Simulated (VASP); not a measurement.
Crystal: MnSb.

```xyz
2
Lattice="0.0000 2.7950 2.7950 2.7950 0.0000 2.7950 2.7950 2.7950 0.0000" Properties=species:S:1:pos:R:3 pbc="T T T"
Mn    0.0000    0.0000    0.0000
Sb    2.7950    2.7950    2.7950
```

Base run:

| Quantity | Value |
| --- | --- |
| Program | VASP 6.6.1 |
| Functional | PBE |
| Potentials or basis | VASP PAW PBE potentials, release 64 (Mn_pv, Sb) |
| Cutoff | 520 eV |
| k mesh | 12 × 12 × 12 |
| Occupations | fermi-dirac, width 0.08 eV |
| Spin | collinear spin, ferromagnetic start |
| Starting moments | [4.22, 0.0] μB |
| Fixed moment | 4.22 μB |

Its results: pressure 1.9 GPa; site moments Mn +3.92; Sb -0.03 μB.

Question: The run is repeated on the same cell with these changes: fixed moment from 4.22 μB to 5.76 μB; moments at the start from [4.22, 0.0] to [5.76, 0.0]. What comes out?

Answer: Pressure 14.0 GPa; site moments Mn +4.40; Sb +0.41 μB.

Caveats: the total moment is fixed, so each spin has its own Fermi level and the state may be an excited one; a cell with one magnetic atom can't hold antiferromagnetic order, which such compounds often take; the cell stands under pressure (at least some runs).
